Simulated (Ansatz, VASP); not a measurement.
One calculation of WC, two programs

File INCAR:

```
SYSTEM = WC
PREC = Accurate
ENCUT = 520
EDIFF = 1E-6
ISMEAR = -1
SIGMA = 0.05
LREAL = .False.
LASPH = .True.
NELM = 100
ALGO = Normal
ISIF = 2
LWAVE = .False.
LCHARG = .False.
GGA = PS
NBANDS = 16
```

The input KPOINTS:

```
Automatic mesh
0
Gamma
  13 13 12
  0 0 0
```

Contents of POSCAR:

```
WC
1.0
    2.8613006652      0.0000000000      0.0000000000
   -1.4306503326      2.4779590640      0.0000000000
    0.0000000000      0.0000000000      2.7907655833
W C
1 1
Direct
    0.0000000000      0.0000000000      0.0000000000
    0.6666666667      0.3333333333      0.5000000000
```

Input for Ansatz:

```yaml
crystal:
  lattice:
    - [2.8613006652, 0.0, 0.0]
    - [-1.4306503326, 2.477959064, 0.0]
    - [0.0, 0.0, 2.7907655833]
  atoms:
    - { symbol: W, position: [0.0, 0.0, 0.0] }
    - { symbol: C, position: [0.6666666667, 0.3333333333, 0.5] }
kpoints:
  mp_grid: { grid: [13, 13, 12] }
  band_path:
    path:
      - [0.0, 0.0, 0.0]
      - [0.5, 0.0, 0.0]
      - [0.3333333333, 0.3333333333, 0.0]
      - [0.0, 0.0, 0.0]
      - [0.0, 0.0, 0.5]
      - [0.5, 0.0, 0.5]
      - [0.3333333333, 0.3333333333, 0.5]
      - [0.0, 0.0, 0.5]
      - [0.5, 0.0, 0.5]
    npoints: 5
scf:
  occupations: { method: fermi_dirac, width: 0.05 }
hamiltonian:
  xc: pbesol
  pseudopotentials: { kind: all_electron, lapw: { basis_error: 0.001 } }
output:
  forces: true
  stress: true
  eigenvalues: true
```

Change from the starting cell: volume scaled by 0.96.

Alike in both runs: task single point; functional PBEsol; k mesh 13 × 13 × 12; occupations fermi-dirac, width 0.05 eV; no spin polarisation.

|  | VASP | Ansatz |
| --- | --- | --- |
| version | VASP 6.6.1 | Ansatz 0.2.0 |
| potentials or method | VASP PAW PBE potentials, release 64 (W_sv, C), cutoff 520 eV | all-electron LAPW, scalar-relativistic |

Ansatz gave:

* pressure (GPa): 17.2
* traceless stress, the component that is largest in VASP (GPa): 1.46

Problem. Which values does VASP return?

Solution. Pressure (GPa): 18.8; traceless stress, the component that is largest in VASP (GPa): 1.75.

VASP's potentials were made for PBE, not for PBEsol. Ansatz ran all-electron here, and VASP with PAW potentials.

Neither program's run includes spin-orbit coupling.
